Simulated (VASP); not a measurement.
# MgCd2O3 (P-3m1) in VASP: a series of runs

Aim: see how the results for MgCd2O3 move with the level of theory and the settings. Levels: PBE, LDA. Tasks: relaxation of cell and atoms, single point.

Program: VASP 6.6.1. These are calculated values, not measurements. Logs are shortened: lines on timing, memory, paths and dates and some standing lists are left out, and cuts for length are marked.

**1. The cell of the first run**

It takes space group P-3m1 (No. 164, trigonal). Conventional cell: a = 3.516 Å, b = 3.516 Å, c = 8.612 Å, α = 90.00°, β = 90.00°, γ = 120.00°. Within 3.3 Å of Mg (site symmetry -3m) lie 6 O at 2.49 Å. Within 3.3 Å of Cd (site symmetry 3m) lie 6 O at 2.49 Å. O (site symmetry 3m) has 3 Cd at 2.49 Å and 3 Mg at 2.49 Å within 3.3 Å. Within 3.3 Å of O (site symmetry -3m) lie 6 Cd at 2.49 Å.

**2. Relaxation of cell and atoms, PBE**

The input, INCAR:

```
SYSTEM = MgCd2O3
PREC = Accurate ; ENCUT = 600
EDIFF = 1E-6 ; ISMEAR = 0
SIGMA = 0.1 ; LREAL = .FALSE.
LASPH = .TRUE. ; NELM = 60
ALGO = Normal ; ISIF = 3
LWAVE = .FALSE. ; LCHARG = .FALSE.
GGA = PE ; IBRION = 2
NSW = 90 ; EDIFFG = -0.04
```

The input, KPOINTS:

```
Automatic mesh
0
G
  6 6 2
  0 0 0
```

The input, POSCAR:

```
MgCd2O3
1.0
    3.5157431900      0.0000000000      0.0000000000
   -1.7578715900      3.0447229100      0.0000000000
    0.0000000000      0.0000000000      8.6117768800
Mg Cd O
1 2 3
Direct
    0.0000000000      0.0000000000      0.5000000000
    0.6666666700      0.3333333300      0.8333333300
    0.3333333300      0.6666666700      0.1666666700
    0.3333333300      0.6666666700      0.6666666700
    0.6666666700      0.3333333300      0.3333333300
    0.0000000000      0.0000000000      0.0000000000
```

Potentials or basis: VASP PAW PBE potentials, release 64 (Mg, Cd, O).

Started as:

```
$ cat potpaw_PBE.64/Mg/POTCAR potpaw_PBE.64/Cd/POTCAR potpaw_PBE.64/O/POTCAR > POTCAR
$ mpirun -np 1 vasp_std > vasp.out
```

OUTCAR:

```text
SYSTEM = MgCd2O3
   PREC = Accurate
   ENCUT = 600
   EDIFF = 1E-6
   ISMEAR = 0
   LREAL = .FALSE.
   LASPH = .TRUE.
   NELM = 60
   ISIF = 3
   GGA = PE
   IBRION = 2
   NSW = 90
   EDIFFG = -0.04

 ion  position               nearest neighbor table
   1  0.000  0.000  0.500-   4 2.49   5 2.49   4 2.49   5 2.49   5 2.49   4 2.49   2 3.52   3 3.52
                             3 3.52   2 3.52   3 3.52   2 3.52
   2  0.667  0.333  0.833-   4 2.49   4 2.49   6 2.49   4 2.49   6 2.49   6 2.49   1 3.52   1 3.52
                             1 3.52   3 3.52   3 3.52   3 3.52
   3  0.333  0.667  0.167-   5 2.49   5 2.49   6 2.49   5 2.49   6 2.49   6 2.49   1 3.52   1 3.52
                             1 3.52   2 3.52   2 3.52   2 3.52
   4  0.333  0.667  0.667-   2 2.49   2 2.49   1 2.49   2 2.49   1 2.49   1 2.49
   5  0.667  0.333  0.333-   3 2.49   3 2.49   1 2.49   3 2.49   1 2.49   1 2.49
   6  0.000  0.000  0.000-   2 2.49   3 2.49   3 2.49   2 2.49   2 2.49   3 2.49

  LATTYP: Found a hexagonal cell.
 ALAT       =     3.5157431900
 C/A-ratio  =     2.4494897422

  Lattice vectors:

 A1 = (   3.5157431900,   0.0000000000,   0.0000000000)
 A2 = (  -1.7578715900,   3.0447229100,   0.0000000000)
 A3 = (   0.0000000000,   0.0000000000,   8.6117768800)

Analysis of symmetry for initial positions (statically):
=====================================================================
 Subroutine PRICEL returns:
 Original cell was already a primitive cell.

 Routine SETGRP: Setting up the symmetry group for a
 hexagonal supercell.

 Subroutine GETGRP returns: Found 12 space group operations
 (whereof 12 operations were pure point group operations)
 out of a pool of 24 trial point group operations.

The static configuration has the point symmetry D_3d.

Analysis of symmetry for dynamics (positions and initial velocities):
=====================================================================
 Subroutine PRICEL returns:
 Original cell was already a primitive cell.

 Routine SETGRP: Setting up the symmetry group for a
 hexagonal supercell.

 Subroutine GETGRP returns: Found 12 space group operations
 (whereof 12 operations were pure point group operations)
 out of a pool of 24 trial point group operations.

The dynamic configuration has the point symmetry D_3d.

 Subroutine INISYM returns: Found 12 space group operations
 (whereof 12 operations are pure point group operations),
 and found     1 'primitive' translations

----------------------------------------------------------------------------------------

                                     Primitive cell

  volume of cell :      92.1845

  direct lattice vectors                    reciprocal lattice vectors
     3.515743190  0.000000000  0.000000000     0.284434882  0.164218556  0.000000000
    -1.757871590  3.044722910  0.000000000     0.000000000  0.328437112  0.000000000
     0.000000000  0.000000000  8.611776880     0.000000000  0.000000000  0.116120054

  length of vectors
     3.515743190  3.515743183  8.611776880     0.328437112  0.328437112  0.116120054

  position of ions in fractional coordinates (direct lattice)
     0.000000000  0.000000000  0.500000000
     0.666666670  0.333333330  0.833333330
     0.333333330  0.666666670  0.166666670
     0.333333330  0.666666670  0.666666670
     0.666666670  0.333333330  0.333333330
     0.000000000  0.000000000  0.000000000

  ion indices of the primitive-cell ions
   primitive index   ion index
                 1           1
                 2           2
                 3           3
                 4           4
                 5           5
                 6           6

----------------------------------------------------------------------------------------

 KPOINTS: Automatic mesh

Automatic generation of k-mesh.
 Grid dimensions read from file:
 generate k-points for:    6    6    2

 Generating k-lattice:

  Cartesian coordinates                     Fractional coordinates (reciprocal lattice)
     0.047405814  0.027369759  0.000000000     0.166666667  0.000000000  0.000000000
     0.000000000  0.054739519  0.000000000     0.000000000  0.166666667  0.000000000
     0.000000000  0.000000000  0.058060027     0.000000000  0.000000000  0.500000000

  Length of vectors
     0.054739519  0.054739519  0.058060027

  Shift w.r.t. Gamma in fractional coordinates (k-lattice)
     0.000000000  0.000000000  0.000000000

 Subroutine IBZKPT returns following result:
 ===========================================

 Found     14 irreducible k-points:

 Following reciprocal coordinates:
            Coordinates               Weight
  0.000000  0.000000  0.000000      1.000000
  0.166667 -0.000000  0.000000      6.000000
  0.333333 -0.000000  0.000000      6.000000
  0.500000 -0.000000  0.000000      3.000000
  0.166667  0.166667  0.000000      6.000000
  0.333333  0.166667  0.000000     12.000000
  0.333333  0.333333  0.000000      2.000000
  0.000000  0.000000  0.500000      1.000000
  0.166667 -0.000000  0.500000      6.000000
  0.333333 -0.000000  0.500000      6.000000
  0.500000 -0.000000  0.500000      3.000000
  0.166667  0.166667  0.500000      6.000000
  0.333333  0.166667  0.500000     12.000000
  0.333333  0.333333  0.500000      2.000000
   k-points           NKPTS =     14   k-points in BZ     NKDIM =     14   number of bands    NBANDS=     26
   number of dos      NEDOS =    301   number of ions     NIONS =      6
   total plane-waves  NPLWV =  54880
   dimension x,y,z NGX =    28 NGY =   28 NGZ =   70
   dimension x,y,z NGXF=    56 NGYF=   56 NGZF=  140
   ions per type =               1   2   3
   NGX,Y,Z   is equivalent  to a cutoff of  13.24, 13.24, 13.51 a.u.
   NGXF,Y,Z  is equivalent  to a cutoff of  26.48, 26.48, 27.03 a.u.
 SYSTEM =  MgCd2O3
   PREC   = accura    normal or accurate (medium, high low for compatibility)
   ISTART =      0    job   : 0-new  1-cont  2-samecut
   ICHARG =      2    charge: 1-file 2-atom 10-const
   ISPIN  =      1    spin polarized calculation?
   LNONCOLLINEAR =      F non collinear calculations
   LSORBIT =      F    spin-orbit coupling
   LASPH  =      T    aspherical Exc in radial PAW
   ENCUT  =  600.0 eV  44.10 Ry    6.64 a.u.   7.02  7.02 17.20*2*pi/ulx,y,z
   NELM   =     60;   NELMIN=  2; NELMDL= -5     # of ELM steps
   EDIFF  = 0.1E-05   stopping-criterion for ELM
   LREAL  =      F    real-space projection
   EDIFFG = -.4E-01   stopping-criterion for IOM
   NSW    =     90    number of steps for IOM
   IBRION =      2    ionic relax: 0-MD 1-quasi-New 2-CG
   NFREE  =      1    steps in history (QN), initial steepest desc. (CG)
   ISIF   =      3    stress and relaxation
   ISYM   =      2    0-nonsym 1-usesym 2-fastsym
   POTIM  = 0.5000    time-step for ionic-motion
   TEBEG  =    0.0;   TEEND  =   0.0 temperature during run
   PSTRESS=    0.0 pullay stress
   NELECT =      44.0000    total number of electrons
   NUPDOWN=      -1.0000    fix difference up-down
   EMIN   =  10.00;   EMAX   =-10.00  energy-range for DOS
   EFERMI =   0.00;   METHOD = LEGACY
   ISMEAR =     0;   SIGMA  =   0.10  broadening in eV -4-tet -1-fermi 0-gaus
   EFERMI_NEDOS =   21; number of points for ismear=-14 and -15
   IALGO  =     38    algorithm
   IMIX   =      4    mixing-type and parameters
     AMIX     =   0.40;   BMIX     =  1.00
     AMIX_MAG =   1.60;   BMIX_MAG =  1.00
  volume/ion in A,a.u.               =      15.36       103.68
  Fermi-wavevector in a.u.,A,eV,Ry     =   1.279400  2.417716 22.270907  1.636865
  Thomas-Fermi vector in A             =   2.411888
   LORBIT       =      0    0 simple, 1 ext, 2 COOP (PROOUT), +10 PAW based schemes
   GGA     = PE    functional components
   LHFCALC =     F    Hartree Fock is set to
   AEXX    =    0.0000 exact exchange contribution
   IVDW    =     0    specifies the selected vdW correction
   LEPSILON=     F    determine dielectric tensor
   LRPA    =     F    only Hartree local field effects (RPA)
 conjugate gradient relaxation of ions
 non-spin polarized calculation
 Gauss-broadening in eV      SIGMA  =   0.10
  energy-cutoff  :      600.00
  volume of cell :       92.18
 maximum number of plane-waves:      3098
 NGX is ok and might be reduce to    28
   NGX = 13   NGY = 13   NGZ = 35

--------------------------------------- Ionic step        1  -------------------------------------------

 number of electron      44.0000002 magnetization

 Free energy of the ion-electron system (eV)
  ---------------------------------------------------
  ext. energy  EPLUGINS =         0.00000000
  ---------------------------------------------------
  free energy    TOTEN  =       -25.64327638 eV

  energy without entropy =      -25.63923547  energy(sigma->0) =      -25.64125593

------------------------ aborting loop because EDIFF is reached ----------------------------------------

  FORCE on cell =-STRESS in cart. coord.  units (eV):
  Direction    XX          YY          ZZ          XY          YZ          ZX
  --------------------------------------------------------------------------------------
  -------------------------------------------------------------------------------------
  Total       -9.4361316     -9.4361316     -9.6080513     -0.0000000      0.0000000      0.0000000
  in kB     -164.0011467   -164.0011460   -166.9891325     -0.0000003      0.0000000      0.0000000
  external PRESSURE =    -164.9971417 kB  Pullay stress =       0.0000000 kB
[... 101 lines left out ...]
  FREE ENERGIE OF THE ION-ELECTRON SYSTEM (eV)
  ---------------------------------------------------
  free  energy   TOTEN  =       -26.7997701947 eV

  energy  without entropy=      -26.7997679713  energy(sigma->0) =      -26.79976908

[... ionic steps 4 to 7 ...]

--------------------------------------- Ionic step        8  -------------------------------------------

 number of electron      43.9999997 magnetization

------------------------ aborting loop because EDIFF is reached ----------------------------------------

  FORCE on cell =-STRESS in cart. coord.  units (eV):
  Direction    XX          YY          ZZ          XY          YZ          ZX
  --------------------------------------------------------------------------------------
  -------------------------------------------------------------------------------------
  Total        0.1513203      0.1513203      0.3835891      0.0000000     -0.0000000      0.0000000
  in kB        3.3010865      3.3010865      8.3680818      0.0000000     -0.0000000      0.0000000
  external PRESSURE =       4.9900849 kB  Pullay stress =       0.0000000 kB
[... 65 lines left out ...]
  energy  without entropy=      -27.1025055954  energy(sigma->0) =      -27.10250620

--------------------------------------- Ionic step       10  -------------------------------------------

 number of electron      43.9999998 magnetization

 Free energy of the ion-electron system (eV)
  ---------------------------------------------------
  ext. energy  EPLUGINS =         0.00000000
  ---------------------------------------------------
  free energy    TOTEN  =       -27.10317863 eV

  energy without entropy =      -27.10317735  energy(sigma->0) =      -27.10317799

 E-fermi :   2.3031     XC(G=0): -11.3096

 val. band max:        2.0024858545   @ k =   0.5000  -0.0000   0.5000
 cond. band min:       2.5708462123   @ k =   0.0000   0.0000   0.0000
 fundamental gap:      0.5683603578
 Fermi energy:         2.3030906841

 k-point     1 :       0.0000    0.0000    0.0000
  band No.  band energies     occupation
      1     -15.0317      2.00000
      2     -14.5778      2.00000
      3     -14.1990      2.00000
      4      -5.1572      2.00000
      5      -4.8765      2.00000
      6      -4.8765      2.00000
[... 428 lines left out ...]
  FREE ENERGIE OF THE ION-ELECTRON SYSTEM (eV)
  ---------------------------------------------------
  free  energy   TOTEN  =       -27.1031786303 eV

  energy  without entropy=      -27.1031773460  energy(sigma->0) =      -27.10317799

 reached required accuracy - stopping structural energy minimisation
```

Wall time 2.9 min (1 thread of Intel Xeon 6975P-C (Granite Rapids), shared host); peak memory 0.26 GiB.

Results:

```
Free energy                           : -27.1032 eV
Relaxed volume                        : 12.28 Å³/atom
Relaxed cell                          : a = 3.242 Å, b = 3.242 Å, c = 8.097 Å, α = 90.00°, β = 90.00°, γ = 120.00°
Space group after relaxing (to 0.1 Å) : P-3m1 (No. 164)
Energy gained by relaxing             : 243.3 meV/atom
Ionic steps                           : 10
Pressure after relaxing               : 0.0 GPa
Largest force after relaxing          : 0.021 eV/Å
Band gap on the k mesh                : 0.57 eV
```

Forces on the atoms (eV/Å):
```
Mg   0.000  0.000  0.000
Cd   0.000  0.000  0.021
Cd   0.000  0.000 -0.021
O    0.000  0.000  0.003
O    0.000  0.000 -0.003
O    0.000  0.000  0.000
```

Step by step:
```csv
step,energy change (eV),largest force (eV/Å),pressure (GPa),volume (Å³)
1,0.0000,0.9967,-16.50,92.18
2,-1.1354,1.5978,5.03,72.65
3,-1.1565,1.5236,1.37,74.48
4,-1.3446,0.7655,1.28,73.80
5,-1.4173,0.7311,1.72,73.04
6,-1.4542,0.0904,-1.40,74.50
7,-1.4552,0.1015,-1.03,74.30
8,-1.4588,0.0878,0.50,73.44
9,-1.4592,0.0473,0.15,73.65
10,-1.4599,0.0208,0.02,73.70
```

Final structure:
```yaml
crystal:
  lattice:
    - [3.24199, 0.00000, 0.00000]
    - [-1.62099, 2.80764, 0.00000]
    - [0.00000, 0.00000, 8.09728]
  atoms:
    - { symbol: Mg, position: [0.00000, 0.00000, 0.50000] }
    - { symbol: Cd, position: [0.66667, 0.33333, 0.82256] }
    - { symbol: Cd, position: [0.33333, 0.66667, 0.17744] }
    - { symbol: O, position: [0.33333, 0.66667, 0.64016] }
    - { symbol: O, position: [0.66667, 0.33333, 0.35984] }
    - { symbol: O, position: [0.00000, 0.00000, 0.00000] }
```

Levels at points of the mesh, in eV from the valence-band top:
| k point | band 20 | band 21 | band 22 | band 23 | band 24 | band 25 |
| --- | --- | --- | --- | --- | --- | --- |
| (0.00, 0.00, 0.00) | -0.77 | 0.00 | 0.00 | 0.57 | 4.30 | 4.79 |
| (0.50, 0.00, 0.00) | -0.80 | -0.67 | -0.35 | 4.57 | 5.54 | 6.24 |
| (0.00, 0.00, 0.50) | -0.42 | -0.13 | -0.13 | 2.00 | 2.81 | 5.46 |
| (0.50, 0.00, 0.50) | -1.34 | -0.12 | 0.00 | 4.78 | 5.02 | 6.16 |

Caveat: the volume moved by over 15 % at a fixed basis, so the end points are rough.

**3. Single point, PBE, collinear spin, ferromagnetic start**

The input, INCAR:

```
PREC = Accurate
ENCUT = 520
EDIFF = 1E-6
ISMEAR = 0
SIGMA = 0.1
LREAL = F
LASPH = T
NELM = 150
ALGO = Normal
ISIF = 2
LWAVE = F
LCHARG = F
ISPIN = 2
MAGMOM = 0 0 0 1 1 1
LORBIT = 11
GGA = PE
NBANDS = 35
```

The input, KPOINTS:

```
regular mesh
0
Gamma
  6 6 2
```

POSCAR is that of step 2.

Potentials or basis: VASP PAW PBE potentials, release 64 (Mg, Cd, O).

Started as:

```
$ cat potpaw_PBE.64/Mg/POTCAR potpaw_PBE.64/Cd/POTCAR potpaw_PBE.64/O/POTCAR > POTCAR
$ mpirun -np 1 vasp_std > vasp.out
```

Wall time 78 s (1 thread of Intel Xeon 6975P-C (Granite Rapids), shared host); peak memory 0.29 GiB.

It converged, with:

```
Free energy                                           : -25.6399 eV
Pressure                                              : -16.3 GPa
Largest force                                         : 0.997 eV/Å
Band gap on the k mesh                                : zero (filled and empty bands touch)
Net moment                                            : 0.00 μB per cell
Valence electrons inside the program's atomic spheres : Mg 0.21; Cd 10.13; O 4.87, 4.86 (each value once)
```

Forces in eV/Å, atoms in the order of the input:
```
Mg   0.000  0.000  0.000
Cd   0.000  0.000 -0.054
Cd   0.000  0.000  0.054
O    0.000  0.000 -0.997
O    0.000  0.000  0.997
O    0.000  0.000  0.000
```

Stress tensor (GPa, compression positive):
```
-16.25   0.00   0.00
  0.00 -16.25   0.00
  0.00   0.00 -16.54
```

Levels at points of the mesh, in eV from the Fermi level:
Spin up:
```tsv
k point	band 18	band 19	band 20	band 21	band 22	band 23	band 24	band 25	band 26	band 27
(0.00, 0.00, 0.00)	-0.62	-0.51	-0.51	-0.17	-0.07	-0.07	3.33	3.57	7.94	8.06
(0.50, 0.00, 0.00)	-1.41	-1.08	-0.70	-0.61	-0.26	3.70	5.05	5.19	6.56	6.97
(0.00, 0.00, 0.50)	-0.71	-0.37	-0.37	-0.12	-0.12	1.40	1.78	4.53	6.60	10.45
(0.50, 0.00, 0.50)	-1.46	-1.29	-0.95	-0.15	-0.14	4.10	4.53	4.83	6.71	7.78
```
Spin down:
```tsv
k point	band 18	band 19	band 20	band 21	band 22	band 23	band 24	band 25	band 26	band 27
(0.00, 0.00, 0.00)	-0.62	-0.51	-0.51	-0.17	-0.07	-0.07	3.33	3.57	7.94	8.06
(0.50, 0.00, 0.00)	-1.41	-1.08	-0.70	-0.61	-0.26	3.70	5.05	5.19	6.56	6.97
(0.00, 0.00, 0.50)	-0.71	-0.37	-0.37	-0.12	-0.12	1.40	1.78	4.53	6.60	10.45
(0.50, 0.00, 0.50)	-1.46	-1.29	-0.95	-0.15	-0.14	4.10	4.53	4.83	6.71	7.78
```

Caveat: the k points lie up to 0.36 Å⁻¹ apart; semilocal functionals underestimate gaps, so a narrow gap can read as zero.

**4. Single point, PBE**

This run uses another cell than the first one, of 12.25 Å³/atom.

The input, INCAR:

```
PREC = Accurate ; ENCUT = 520
EDIFF = 1E-6 ; ISMEAR = 0
SIGMA = 0.02 ; LREAL = F
LASPH = T ; NELM = 100
ALGO = Normal ; ISIF = 2
LWAVE = F ; LCHARG = T
GGA = PE ; LELF = T
LVHAR = T ; NBANDS = 31
```

The input, KPOINTS:

```
regular mesh
0
Gamma
  12 12 4
```

The input, POSCAR:

```
MgCd2O3
1.0
    3.2385399515      0.0000000000      0.0000000000
   -1.6192699758      2.8046578692      0.0000000000
    0.0000000000      0.0000000000      8.0896072522
Mg Cd O
1 2 3
Direct
    0.0000000000      0.0000000000      0.5000000000
    0.6666666667      0.3333333333      0.8232435534
    0.3333333333      0.6666666667      0.1767564466
    0.3333333333      0.6666666667      0.6413403241
    0.6666666667      0.3333333333      0.3586596759
    0.0000000000      0.0000000000      0.0000000000
```

Started as:

```
$ cat potpaw_PBE.64/Mg/POTCAR potpaw_PBE.64/Cd/POTCAR potpaw_PBE.64/O/POTCAR > POTCAR
$ mpirun -np 1 vasp_std > vasp.out
```

It took 83 s on 1 thread of Intel Xeon 6975P-C (Granite Rapids), shared host; peak memory 0.27 GiB.

The run converged. Its results:

```yaml
Free_energy: -27.0665 eV
Pressure: 0.8 GPa
Largest_force: 0.096 eV/Å
Band_gap_on_the_k_mesh: 0.58 eV
```

Forces in eV/Å, atoms in the order of the input:
```
Mg   0.000  0.000  0.000
Cd   0.000  0.000 -0.019
Cd   0.000  0.000  0.019
O    0.000  0.000 -0.096
O    0.000  0.000  0.096
O    0.000  0.000  0.000
```

Stress tensor (GPa, compression positive):
```
0.70 0.00 0.00
0.00 0.70 0.00
0.00 0.00 0.89
```

Levels at points of the mesh, in eV from the valence-band top:
```csv
k point,band 19,band 20,band 21,band 22,band 23,band 24,band 25,band 26
"(0.00, 0.00, 0.00)",-0.78,-0.78,0.00,0.00,0.58,4.32,4.78,8.81
"(0.50, 0.00, 0.00)",-1.19,-0.80,-0.66,-0.35,4.61,5.57,6.27,7.37
"(0.00, 0.00, 0.50)",-0.42,-0.42,-0.13,-0.13,2.01,2.83,5.45,8.55
"(0.50, 0.00, 0.50)",-1.53,-1.33,-0.11,0.00,4.80,5.06,6.20,7.68
```

(Part 1 of 2 ends here.)
